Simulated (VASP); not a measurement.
# HgH (P6_3/mmc) in VASP: notebook

The runs below take HgH through relaxation of cell and atoms, single point, with PBE.

All numbers are computed with VASP 6.6.1; they aren't measurements. Logs are shortened: lines on timing, memory, paths and dates and some standing lists are left out, and cuts for length are marked.

## Step 1: The cell of the first run

The structure is hexagonal, space group P6_3/mmc (No. 194). Conventional cell: a = 3.544 Å, b = 3.544 Å, c = 5.402 Å, α = 90.00°, β = 90.00°, γ = 120.00°. Hg (site symmetry -6m2) has 6 H at 2.45 Å within 3.2 Å. H (site symmetry -3m) has 6 Hg at 2.45 Å and 2 H at 2.70 Å within 3.2 Å.

## Step 2: Relaxation of cell and atoms, PBE

INCAR reads:

```
SYSTEM = HgH
  PREC = Accurate
  ENCUT = 600
  EDIFF = 1E-6
  ISMEAR = 0
  SIGMA = 0.1
  LREAL = .FALSE.
  LASPH = .TRUE.
  NELM = 100
  ALGO = Normal
  ISIF = 3
  LWAVE = .FALSE.
  LCHARG = .FALSE.
  GGA = PE
  IBRION = 2
  NSW = 100
  EDIFFG = -0.01
```

KPOINTS reads:

```
regular mesh
0
G
  15 15 10
  0 0 0
```

POSCAR reads:

```
HgH
1.0
    3.5442527956      0.0000000030      0.0000000000
   -1.7721264004      3.0694129569      0.0000000000
    0.0000000000      0.0000000000      5.4015030376
Hg H
2 2
Direct
    0.3333333333      0.6666666667      0.7500000000
    0.6666666667      0.3333333333      0.2500000000
    0.0000000000      0.0000000000      0.0000000000
    0.0000000000      0.0000000000      0.5000000000
```

Potentials or basis: VASP PAW PBE potentials, release 64 (Hg, H).

Started as:

```bash
$ cat potpaw_PBE.64/Hg/POTCAR potpaw_PBE.64/H/POTCAR > POTCAR
$ mpirun -np 1 vasp_std > vasp.out
```

OUTCAR:

```text
SYSTEM = HgH
   PREC = Accurate
   ENCUT = 600
   EDIFF = 1E-6
   ISMEAR = 0
   LREAL = .FALSE.
   LASPH = .TRUE.
   NELM = 100
   ISIF = 3
   GGA = PE
   IBRION = 2
   NSW = 100
   EDIFFG = -0.01

 ion  position               nearest neighbor table
   1  0.333  0.667  0.750-   2 3.39   2 3.39   2 3.39   2 3.39   2 3.39   2 3.39
   2  0.667  0.333  0.250-   1 3.39   1 3.39   1 3.39   1 3.39   1 3.39   1 3.39
   3  0.000  0.000  0.000-
   4  0.000  0.000  0.500-

  LATTYP: Found a hexagonal cell.
 ALAT       =     3.5442527956
 C/A-ratio  =     1.5240174302

  Lattice vectors:

 A1 = (   3.5442527956,   0.0000000030,   0.0000000000)
 A2 = (  -1.7721264004,   3.0694129569,   0.0000000000)
 A3 = (   0.0000000000,   0.0000000000,   5.4015030376)

Analysis of symmetry for initial positions (statically):
=====================================================================
 Subroutine PRICEL returns:
 Original cell was already a primitive cell.

 Routine SETGRP: Setting up the symmetry group for a
 hexagonal supercell.

 Subroutine GETGRP returns: Found 24 space group operations
 (whereof 12 operations were pure point group operations)
 out of a pool of 24 trial point group operations.

The static configuration has the point symmetry D_3d.
 The point group associated with its full space group is D_6h.

Analysis of symmetry for dynamics (positions and initial velocities):
=====================================================================
 Subroutine PRICEL returns:
 Original cell was already a primitive cell.

 Routine SETGRP: Setting up the symmetry group for a
 hexagonal supercell.

 Subroutine GETGRP returns: Found 24 space group operations
 (whereof 12 operations were pure point group operations)
 out of a pool of 24 trial point group operations.

The dynamic configuration has the point symmetry D_3d.
 The point group associated with its full space group is D_6h.

 Subroutine INISYM returns: Found 24 space group operations
 (whereof 12 operations are pure point group operations),
 and found     1 'primitive' translations

----------------------------------------------------------------------------------------

                                     Primitive cell

  volume of cell :      58.7617

  direct lattice vectors                    reciprocal lattice vectors
     3.544252796  0.000000003  0.000000000     0.282146917  0.162897599  0.000000000
    -1.772126400  3.069412957  0.000000000    -0.000000000  0.325795197  0.000000000
     0.000000000  0.000000000  5.401503038     0.000000000  0.000000000  0.185133655

  length of vectors
     3.544252796  3.544252796  5.401503038     0.325795197  0.325795197  0.185133655

  position of ions in fractional coordinates (direct lattice)
     0.333333333  0.666666667  0.750000000
     0.666666667  0.333333333  0.250000000
     0.000000000  0.000000000  0.000000000
     0.000000000  0.000000000  0.500000000

  ion indices of the primitive-cell ions
   primitive index   ion index
                 1           1
                 2           2
                 3           3
                 4           4

----------------------------------------------------------------------------------------

 KPOINTS: regular mesh

Automatic generation of k-mesh.
 Grid dimensions read from file:
 generate k-points for:   15   15   10

 Generating k-lattice:

  Cartesian coordinates                     Fractional coordinates (reciprocal lattice)
     0.018809794  0.010859840  0.000000000     0.066666667  0.000000000  0.000000000
    -0.000000000  0.021719680  0.000000000     0.000000000  0.066666667  0.000000000
     0.000000000  0.000000000  0.018513366     0.000000000  0.000000000  0.100000000

  Length of vectors
     0.021719680  0.021719680  0.018513366

  Shift w.r.t. Gamma in fractional coordinates (k-lattice)
     0.000000000  0.000000000  0.000000000

 Subroutine IBZKPT returns following result:
 ===========================================

 Found    162 irreducible k-points:

 Following reciprocal coordinates:
            Coordinates               Weight
  0.000000  0.000000  0.000000      1.000000
  0.066667 -0.000000  0.000000      6.000000
  0.133333 -0.000000  0.000000      6.000000
  0.200000 -0.000000  0.000000      6.000000
  0.266667 -0.000000  0.000000      6.000000
  0.333333  0.000000  0.000000      6.000000
[... 16 lines left out ...]
  0.333333  0.200000  0.000000     12.000000
  0.400000  0.200000  0.000000      6.000000
 [... further k-points ...]
   k-points           NKPTS =    162   k-points in BZ     NKDIM =    162   number of bands    NBANDS=     17
   number of dos      NEDOS =    301   number of ions     NIONS =      4
   total plane-waves  NPLWV =  37632
   dimension x,y,z NGX =    28 NGY =   28 NGZ =   48
   dimension x,y,z NGXF=    56 NGYF=   56 NGZF=   96
   ions per type =               2   2
   NGX,Y,Z   is equivalent  to a cutoff of  13.13, 13.13, 14.77 a.u.
   NGXF,Y,Z  is equivalent  to a cutoff of  26.27, 26.27, 29.55 a.u.
 SYSTEM =  HgH
   PREC   = accura    normal or accurate (medium, high low for compatibility)
   ISTART =      0    job   : 0-new  1-cont  2-samecut
   ICHARG =      2    charge: 1-file 2-atom 10-const
   ISPIN  =      1    spin polarized calculation?
   LNONCOLLINEAR =      F non collinear calculations
   LSORBIT =      F    spin-orbit coupling
   LASPH  =      T    aspherical Exc in radial PAW
   ENCUT  =  600.0 eV  44.10 Ry    6.64 a.u.   7.08  7.08 10.79*2*pi/ulx,y,z
   NELM   =    100;   NELMIN=  2; NELMDL= -5     # of ELM steps
   EDIFF  = 0.1E-05   stopping-criterion for ELM
   LREAL  =      F    real-space projection
   EDIFFG = -.1E-01   stopping-criterion for IOM
   NSW    =    100    number of steps for IOM
   IBRION =      2    ionic relax: 0-MD 1-quasi-New 2-CG
   NFREE  =      1    steps in history (QN), initial steepest desc. (CG)
   ISIF   =      3    stress and relaxation
   ISYM   =      2    0-nonsym 1-usesym 2-fastsym
   POTIM  = 0.5000    time-step for ionic-motion
   TEBEG  =    0.0;   TEEND  =   0.0 temperature during run
   PSTRESS=    0.0 pullay stress
   NELECT =      26.0000    total number of electrons
   NUPDOWN=      -1.0000    fix difference up-down
   EMIN   =  10.00;   EMAX   =-10.00  energy-range for DOS
   EFERMI =   0.00;   METHOD = LEGACY
   ISMEAR =     0;   SIGMA  =   0.10  broadening in eV -4-tet -1-fermi 0-gaus
   EFERMI_NEDOS =   21; number of points for ismear=-14 and -15
   IALGO  =     38    algorithm
   IMIX   =      4    mixing-type and parameters
     AMIX     =   0.40;   BMIX     =  1.00
     AMIX_MAG =   1.60;   BMIX_MAG =  1.00
  volume/ion in A,a.u.               =      14.69        99.14
  Fermi-wavevector in a.u.,A,eV,Ry     =   1.247482  2.357400 21.173552  1.556212
  Thomas-Fermi vector in A             =   2.381612
   LORBIT       =      0    0 simple, 1 ext, 2 COOP (PROOUT), +10 PAW based schemes
   GGA     = PE    functional components
   LHFCALC =     F    Hartree Fock is set to
   AEXX    =    0.0000 exact exchange contribution
   IVDW    =     0    specifies the selected vdW correction
   LEPSILON=     F    determine dielectric tensor
   LRPA    =     F    only Hartree local field effects (RPA)
 conjugate gradient relaxation of ions
 non-spin polarized calculation
 Gauss-broadening in eV      SIGMA  =   0.10
  energy-cutoff  :      600.00
  volume of cell :       58.76
 maximum number of plane-waves:      1983
   NGX = 15   NGY = 15   NGZ = 21

--------------------------------------- Ionic step        1  -------------------------------------------

 number of electron      25.9999998 magnetization

 Free energy of the ion-electron system (eV)
  ---------------------------------------------------
  ext. energy  EPLUGINS =         0.00000000
  ---------------------------------------------------
  free energy    TOTEN  =        -4.18896005 eV

  energy without entropy =       -4.18323949  energy(sigma->0) =       -4.18609977

------------------------ aborting loop because EDIFF is reached ----------------------------------------

  FORCE on cell =-STRESS in cart. coord.  units (eV):
  Direction    XX          YY          ZZ          XY          YZ          ZX
  --------------------------------------------------------------------------------------
  -------------------------------------------------------------------------------------
  Total        0.0597580      0.0597580      0.1207386     -0.0000000     -0.0000000      0.0000000
  in kB        1.6293411      1.6293411      3.2920164     -0.0000000     -0.0000000      0.0000000
  external PRESSURE =       2.1835662 kB  Pullay stress =       0.0000000 kB
[... 61 lines left out ...]
  energy  without entropy=       -4.1833790401  energy(sigma->0) =       -4.18626596

--------------------------------------- Ionic step        3  -------------------------------------------

 number of electron      25.9999999 magnetization

 Free energy of the ion-electron system (eV)
  ---------------------------------------------------
  ext. energy  EPLUGINS =         0.00000000
  ---------------------------------------------------
  free energy    TOTEN  =        -4.18920753 eV

  energy without entropy =       -4.18338740  energy(sigma->0) =       -4.18629747

 E-fermi :   1.6659     XC(G=0): -10.3878

 val. band max:        1.6458117965   @ k =   0.2667   0.0667   0.2000
 cond. band min:       1.6840990029   @ k =   0.3333   0.2667   0.0000
 fundamental gap:      0.0382872064
 Fermi energy:         1.6659389245

 k-point     1 :       0.0000    0.0000    0.0000
  band No.  band energies     occupation
      1      -7.3613      2.00000
      2      -5.3456      2.00000
      3      -4.7594      2.00000
      4      -4.7594      2.00000
      5      -4.6548      2.00000
      6      -4.6223      2.00000
[... 9 lines left out ...]
     16      11.3419      0.00000
     17      11.3419      0.00000
[... 443 lines left out ...]
      1      -5.7163      2.00000
      2      -5.5125      2.00000
      3      -4.9842      2.00000
      4      -4.8355      2.00000
      5      -4.8124      2.00000
      6      -4.6039      2.00000
[... 9 lines left out ...]
     16       5.5638      0.00000
     17       5.6701      0.00000

 [... further k-points ...]

------------------------ aborting loop because EDIFF is reached ----------------------------------------

  FORCE on cell =-STRESS in cart. coord.  units (eV):
  Direction    XX          YY          ZZ          XY          YZ          ZX
  --------------------------------------------------------------------------------------
  -------------------------------------------------------------------------------------
  Total       -0.0371134     -0.0371134      0.0368027      0.0000000     -0.0000000     -0.0000000
  in kB       -1.0064073     -1.0064073      0.9979828      0.0000000     -0.0000000     -0.0000000
  external PRESSURE =      -0.3382773 kB  Pullay stress =       0.0000000 kB
[... 19 lines left out ...]
  FREE ENERGIE OF THE ION-ELECTRON SYSTEM (eV)
  ---------------------------------------------------
  free  energy   TOTEN  =        -4.1892075344 eV

  energy  without entropy=       -4.1833874018  energy(sigma->0) =       -4.18629747

 reached required accuracy - stopping structural energy minimisation
```

Wall time 3.7 min (1 thread of Intel Xeon Platinum 8488C (Sapphire Rapids), shared host); peak memory 0.33 GiB.

What came out:

```
Free energy                           : -4.1892 eV
Relaxed volume                        : 14.77 Å³/atom
Relaxed cell                          : a = 3.549 Å, b = 3.549 Å, c = 5.416 Å, α = 90.00°, β = 90.00°, γ = 120.00°
Space group after relaxing (to 0.1 Å) : P6_3/mmc (No. 194)
Energy gained by relaxing             : 0.1 meV/atom
Ionic steps                           : 3
Pressure after relaxing               : 0.0 GPa
Band gap on the k mesh                : zero (bands 13 and 14 overlap by 4.43 eV)
```

Step by step:
```csv
step,energy change (eV),largest force (eV/Å),pressure (GPa),volume (Å³)
1,0.0000,0.0000,0.22,58.76
2,-0.0002,0.0000,0.08,58.93
3,-0.0002,0.0000,-0.03,59.08
```

Final structure:
```
Hg H
1.0
     3.54907    0.00000    0.00000
    -1.77454    3.07359    0.00000
     0.00000    0.00000    5.41635
Hg H
2 2
Direct
  0.33333 0.66667 0.75000
  0.66667 0.33333 0.25000
  0.00000 0.00000 0.00000
  0.00000 0.00000 0.50000
```

Caveat: spin-orbit coupling is left out, which moves the levels of the heavy elements.

## Step 3: Single point, PBE

This run uses another cell than the first one, of 14.25 Å³/atom.

INCAR reads:

```
ALGO = Normal
EDIFF = 1E-6
ENCUT = 520
GGA = PE
ISIF = 2
ISMEAR = 0
LASPH = True
LCHARG = False
LREAL = False
LWAVE = False
NBANDS = 21
NELM = 100
PREC = Accurate
SIGMA = 0.1
```

KPOINTS reads:

```
k-points
0
Gamma
  6 6 4
```

POSCAR reads:

```
HgH
1.0
    3.4181969100      0.0000000000      0.0000000000
   -1.7090984600      2.9602453600      0.0000000000
    0.0000000000      0.0000000000      5.6317857800
Hg H
2 2
Direct
    0.3333333300      0.6666666700      0.7500000000
    0.6666666700      0.3333333300      0.2500000000
    0.0000000000      0.0000000000      0.0000000000
    0.0000000000      0.0000000000      0.5000000000
```

Potentials or basis: VASP PAW PBE potentials, release 64 (Hg, H).

Started as:

```bash
$ cat potpaw_PBE.64/Hg/POTCAR potpaw_PBE.64/H/POTCAR > POTCAR
$ mpirun -np 1 vasp_std > vasp.out
```

Wall time 16 s (1 thread of Intel Xeon Platinum 8488C (Sapphire Rapids), shared host); peak memory 0.18 GiB.

Results (log left out):

- Free energy: -4.1522 eV
- Pressure: 1.7 GPa
- Band gap on the k mesh: zero (bands 13 and 14 overlap by 3.81 eV)

Stress tensor (GPa, compression positive):
```
1.36 0.00 0.00
0.00 1.36 0.00
0.00 0.00 2.47
```

Levels at points of the mesh, in eV from the Fermi level:
| k point | band 11 | band 12 | band 13 | band 14 | band 15 | band 16 |
| --- | --- | --- | --- | --- | --- | --- |
| (0.00, 0.00, 0.00) | -5.84 | -4.66 | -2.36 | 4.05 | 7.94 | 10.78 |
| (0.50, 0.00, 0.00) | -4.31 | -2.81 | -0.32 | 1.14 | 2.03 | 3.09 |
| (0.00, 0.00, 0.50) | -5.98 | -5.98 | 2.05 | 2.05 | 7.88 | 7.88 |
| (0.50, 0.00, 0.50) | -3.01 | -3.01 | -1.76 | -1.76 | 4.84 | 4.84 |

Caveat: spin-orbit coupling is left out, which moves the levels of the heavy elements.
